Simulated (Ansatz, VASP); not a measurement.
**Two plane-wave programs on Ba**

```xyz
1
Lattice="0.0000 3.2346 3.2346 3.2346 0.0000 3.2346 3.2346 3.2346 0.0000" Properties=species:S:1:pos:R:3 pbc="T T T"
Ba    0.0000    0.0000    0.0000
```

Alike in both runs: task single point; functional PBE; k mesh 12 × 12 × 12; occupations gaussian, width 0.1 eV; no spin polarisation.

|  | VASP | Ansatz |
| --- | --- | --- |
| version | VASP 6.6.1 | Ansatz 0.2.0 |
| potentials or method | VASP PAW PBE potentials, release 64 (Ba_sv), cutoff 520 eV | scalar-relativistic, plane waves, PAW |
| valence electrons in the cell | 10 | 10 |

|  | VASP | Ansatz | Ansatz less VASP |
| --- | --- | --- | --- |
| gap on the k mesh at the Fermi level (eV) | none | none | - |
| pressure (GPa) | -0.4 | -0.4 | -0.04 |

A gap of «none» marks a metal or a gap that the smearing closes.

Spin-orbit coupling is off throughout.
